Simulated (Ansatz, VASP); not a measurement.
**SiMo3: VASP beside Ansatz**

```xyz
8
Lattice="4.9550 0.0000 0.0000 0.0000 4.9550 0.0000 0.0000 0.0000 4.9550" Properties=species:S:1:pos:R:3 pbc="T T T"
Si    0.0000    0.0000    0.0000
Si    2.4775    2.4775    2.4775
Mo    1.2388    0.0000    2.4775
Mo    2.4775    3.7163    0.0000
Mo    3.7163    0.0000    2.4775
Mo    2.4775    1.2388    0.0000
Mo    0.0000    2.4775    3.7163
Mo    0.0000    2.4775    1.2388
```

Alike in both runs: task single point; functional PBE; k mesh 8 × 8 × 8; occupations gaussian, width 0.1 eV; no spin polarisation.

|  | VASP | Ansatz |
| --- | --- | --- |
| version | VASP 6.6.1 | Ansatz 0.2.0 |
| potentials or method | VASP PAW PBE potentials, release 64 (Si, Mo_sv), cutoff 520 eV | scalar-relativistic, plane waves, PAW |
| valence electrons in the cell | 92 | 92 |

VASP gave:

* gap on the k mesh at the Fermi level (eV): none
* pressure (GPa): -6.5

Q: Which values does Ansatz return?

A: gap on the k mesh at the Fermi level (eV): none; pressure (GPa): -6.9.

A gap of «none» marks a metal or a gap that the smearing closes.
